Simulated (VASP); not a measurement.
# NbAs (I4_1md) in VASP: further runs, part 2 of 2

VASP 6.6.1. Earlier steps stand in the parts before.

## (4) Single point, PBE

This run uses another cell than the first one, of 17.39 Å³/atom.

INCAR

```
PREC = Accurate
ENCUT = 520
EDIFF = 1E-6
ISMEAR = 0
SIGMA = 0.012
LREAL = False
LASPH = True
NELM = 100
ALGO = Normal
ISIF = 2
LWAVE = False
LCHARG = True
GGA = PE
LELF = True
LVHAR = True
NBANDS = 26
```

KPOINTS

```
regular mesh
0
Gamma
  11 11 11
```

POSCAR

```
NbAs
1.0
   -1.7258500000      1.7258500000      5.8400000000
    1.7258500000     -1.7258500000      5.8400000000
    1.7258500000      1.7258500000     -5.8400000000
Nb As
2 2
Direct
    0.5000000000      0.0000000000      0.5000000000
    0.7500000000      0.7500000000      0.0000000000
    0.9160000000      0.4160000000      0.5000000000
    0.1660000000      0.1660000000      0.0000000000
```

Potentials or basis: VASP PAW PBE potentials, release 64 (Nb_sv, As).

Launch:

```console
$ cat potpaw_PBE.64/Nb_sv/POTCAR potpaw_PBE.64/As/POTCAR > POTCAR
$ mpirun -np 1 vasp_std > vasp.out
```

OUTCAR:

```text
PREC = Accurate
   ENCUT = 520
   EDIFF = 1E-6
   ISMEAR = 0
   LREAL = False
   LASPH = True
   NELM = 100
   ISIF = 2
   GGA = PE

 ion  position               nearest neighbor table
   1  0.500  0.000  0.500-   4 2.60   4 2.60   3 2.63   3 2.63   3 2.63   3 2.63
   2  0.750  0.750  0.000-   3 2.60   3 2.60   4 2.63   4 2.63   4 2.63   4 2.63
   3  0.916  0.416  0.500-   2 2.60   2 2.60   1 2.63   1 2.63   1 2.63   1 2.63
   4  0.166  0.166  0.000-   1 2.60   1 2.60   2 2.63   2 2.63   2 2.63   2 2.63

  LATTYP: Found a body centered tetragonal cell.
 ALAT       =     3.4517000000
 C/A-ratio  =     3.3838398470

  Lattice vectors:

 A1 = (  -1.7258500000,   1.7258500000,   5.8400000000)
 A2 = (   1.7258500000,  -1.7258500000,   5.8400000000)
 A3 = (   1.7258500000,   1.7258500000,  -5.8400000000)

Analysis of symmetry for initial positions (statically):
=====================================================================
 Subroutine PRICEL returns:
 Original cell was already a primitive cell.

 Routine SETGRP: Setting up the symmetry group for a
[... 173 lines left out ...]

 E-fermi :   9.6607     XC(G=0): -11.8492

 val. band max:        9.6488508836   @ k =  -0.1818  -0.4545   0.1818
 cond. band min:       9.6727544715   @ k =  -0.1818   0.2727   0.1818
 fundamental gap:      0.0239035879
 Fermi energy:         9.6606967377

 k-point     1 :       0.0000    0.0000    0.0000
  band No.  band energies     occupation
      1     -45.4847      2.00000
      2     -45.4563      2.00000
      3     -21.7053      2.00000
      4     -21.5951      2.00000
      5     -21.5951      2.00000
      6     -21.4356      2.00000
[... 685 lines left out ...]
     25      13.4136      0.00000
     26      14.8839      0.00000

 [... further k-points ...]

------------------------ aborting loop because EDIFF is reached ----------------------------------------

  FORCE on cell =-STRESS in cart. coord.  units (eV):
  Direction    XX          YY          ZZ          XY          YZ          ZX
  --------------------------------------------------------------------------------------
  -------------------------------------------------------------------------------------
  Total        1.3493883      1.3493883      1.5891094      0.0000000      0.0000000      0.0000000
  in kB       31.0719562     31.0719562     36.5919414      0.0000000      0.0000000      0.0000000
  external PRESSURE =      32.9119513 kB  Pullay stress =       0.0000000 kB

 VOLUME and BASIS-vectors are now :
 -----------------------------------------------------------------------------
  energy-cutoff  :      520.00
  volume of cell :       69.58
      direct lattice vectors                 reciprocal lattice vectors
    -1.725850000  1.725850000  5.840000000     0.000000000  0.289712316  0.085616438
     1.725850000 -1.725850000  5.840000000     0.289712316  0.000000000  0.085616438
     1.725850000  1.725850000 -5.840000000     0.289712316  0.289712316  0.000000000

 POSITION                                       TOTAL-FORCE (eV/Angst)
 -----------------------------------------------------------------------------------
      0.00000      1.72585      0.00000         0.000000      0.000000     -0.303622
      0.00000      0.00000      8.76000        -0.000000     -0.000000     -0.303622
      0.00000      1.72585      4.85888        -0.000000      0.000000      0.303622
      0.00000      0.00000      1.93888         0.000000     -0.000000      0.303622
 -----------------------------------------------------------------------------------
    total drift:                               -0.000000     -0.000000      0.000019

  FREE ENERGIE OF THE ION-ELECTRON SYSTEM (eV)
  ---------------------------------------------------
  free  energy   TOTEN  =       -32.5072224870 eV

  energy  without entropy=      -32.5071911752  energy(sigma->0) =      -32.50720683
```

OSZICAR:

```text
N       E                     dE             d eps       ncg     rms          rms(c)
DAV:   1     0.354535762679E+03    0.35454E+03   -0.19019E+04  6552   0.137E+03
DAV:   2    -0.448144683114E+01   -0.35902E+03   -0.34911E+03  7902   0.499E+02
DAV:   3    -0.324631565682E+02   -0.27982E+02   -0.27516E+02 11816   0.105E+02
DAV:   4    -0.343714647358E+02   -0.19083E+01   -0.18959E+01  9952   0.221E+01
DAV:   5    -0.344218155191E+02   -0.50351E-01   -0.50294E-01 11078   0.389E+00    0.110E+01
DAV:   6    -0.325127193328E+02    0.19091E+01   -0.64471E+00 10048   0.179E+01    0.310E+00
DAV:   7    -0.325127416078E+02   -0.22275E-04   -0.43407E-01  9462   0.371E+00    0.193E+00
DAV:   8    -0.325066910841E+02    0.60505E-02   -0.63600E-02 10334   0.156E+00    0.389E-01
DAV:   9    -0.325070039491E+02   -0.31286E-03   -0.46732E-03 10340   0.485E-01    0.230E-01
DAV:  10    -0.325072402980E+02   -0.23635E-03   -0.11262E-03  8370   0.295E-01    0.305E-02
DAV:  11    -0.325072276285E+02    0.12669E-04   -0.68677E-05 10518   0.599E-02    0.153E-02
DAV:  12    -0.325072230270E+02    0.46015E-05   -0.48345E-06  8700   0.236E-02    0.496E-03
DAV:  13    -0.325072224870E+02    0.54002E-06   -0.23474E-07  4628   0.445E-03
   1 F= -.32507222E+02 E0= -.32507207E+02  d E =-.313117E-04
```

It took 5.5 min on 1 thread of AMD EPYC 9R45 (Zen 5), shared host; peak memory 0.42 GiB.

What came out:

```
Free energy            : -32.5072 eV
Pressure               : 3.3 GPa
Largest force          : 0.304 eV/Å
Band gap on the k mesh : 0.02 eV (least direct gap 0.06 eV)
```

Forces on the atoms (eV/Å):
```
Nb   0.000  0.000 -0.304
Nb   0.000  0.000 -0.304
As   0.000  0.000  0.304
As   0.000  0.000  0.304
```

Stress tensor (GPa, compression positive):
```
3.11 0.00 0.00
0.00 3.11 0.00
0.00 0.00 3.66
```

Caveat: the cell stands under pressure; an odd mesh through Γ misses points on the zone boundary, where band edges can lie.

## (5) The runs side by side

```tsv
level	cell	smearing	gap on the mesh (eV)	pressure (GPa)
PBEsol	a = 6.213 Å, angles 148.1, 148.1, 45.7°, 4 atoms, atomic positions A	fermi-dirac 0.05 eV	0.05	5.2
PBEsol	a = 6.256 Å, angles 148.2, 148.2, 45.6°, 4 atoms, atomic positions A	fermi-dirac 0.05 eV	0.06	2.2
PBE	a = 6.330 Å, angles 148.4, 148.4, 45.4°, 4 atoms, atomic positions B	gaussian 0.012 eV	0.02	3.3
```

Alike in all rows: task single point; potentials or basis VASP PAW PBE potentials, release 64 (Nb_sv, As); no spin polarisation; k mesh 11 × 11 × 11; cutoff (eV) 520.

Caveats: an odd mesh through Γ misses points on the zone boundary, where band edges can lie; the cell stands under pressure (at least some runs); the PAW data sets were made with another functional, which shifts forces and pressure a little (at least some runs).

Total energies depend on the potentials used, so only differences within one code and one set of settings carry meaning.
